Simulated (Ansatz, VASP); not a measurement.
**Two plane-wave programs on AlN**

```
Al N
1.0
     0.00000    2.18488    2.18488
     2.18488    0.00000    2.18488
     2.18488    2.18488    0.00000
Al N
1 1
Direct
  0.00000 0.00000 0.00000
  0.25000 0.25000 0.25000
```

Alike in both runs: functional r2SCAN; k mesh 10 × 10 × 10; occupations gaussian, width 0.02 eV; no spin polarisation.

Ansatz relaxed the structure, and its values are those at the end. VASP's run is a single point on that final structure, the one shown.

|  | VASP | Ansatz |
| --- | --- | --- |
| version | VASP 6.6.1 | Ansatz 0.2.0 |
| potentials or method | VASP PAW PBE potentials, release 64 (Al, N), cutoff 660 eV | scalar-relativistic, plane waves, PAW |
| valence electrons in the cell | 8 | 8 |

|  | VASP | Ansatz | Ansatz less VASP |
| --- | --- | --- | --- |
| gap on the k mesh at the Fermi level (eV) | 3.93 | 3.94 | +0.007 |
| least direct gap on the mesh (eV) | 4.88 | 4.84 | -0.039 |
| pressure (GPa) | -0.4 | 0.0 | +0.36 |

VASP's potentials were made for PBE, not for r2SCAN.
